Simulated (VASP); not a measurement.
Wanted: the native input for a VASP 6.6.1 run.

```
Task                   : single point
Functional             : LDA
Potentials or basis    : VASP PAW LDA potentials, release 64 (Tl_d)
Cutoff                 : 520 eV
k mesh                 : 9 × 9 × 5
Occupations            : fermi-dirac, width 0.1 eV
Spin                   : no spin polarisation
Dipole correction      : no
Further INCAR settings : ALGO = Normal; EDIFF = 1e-06; NBANDS = 20
```

The structure of Tl lies in POSCAR:

```
Tl
1.0
    3.4014029632      0.0000000000      0.0000000000
   -1.7007014816      2.9457013746      0.0000000000
    0.0000000000      0.0000000000      5.4430041633
Tl
2
Direct
    0.3333333333      0.6666666667      0.2500000000
    0.6666666667      0.3333333333      0.7500000000
```

The input as run:

INCAR

```
ALGO = Normal
EDIFF = 1E-6
ENCUT = 520
ISIF = 2
ISMEAR = -1
LASPH = True
LCHARG = False
LREAL = False
LWAVE = False
NBANDS = 20
NELM = 80
PREC = Accurate
SIGMA = 0.1
```

KPOINTS

```
k-points
0
Gamma
  9 9 5
```

Potentials or basis: VASP PAW LDA potentials, release 64 (Tl_d).

Run with:

```bash
$ cat potpaw_LDA.64/Tl_d/POTCAR > POTCAR
$ mpirun -np 1 vasp_std > vasp.out
```

Results of the run:

The pressure is 0.3 GPa and the band gap on the k mesh is zero (band 13 reaches 9.01 eV, above the bottom of band 14 at 5.11 eV).

Caveat: spin-orbit coupling is left out, which moves the levels of the heavy elements.

Wall time 25 s on 1 thread of Intel(R) Xeon(R) Platinum 8259CL CPU @ 2.50GHz (Skylake/Cascade Lake), on a shared host, peak memory 0.17 GiB.
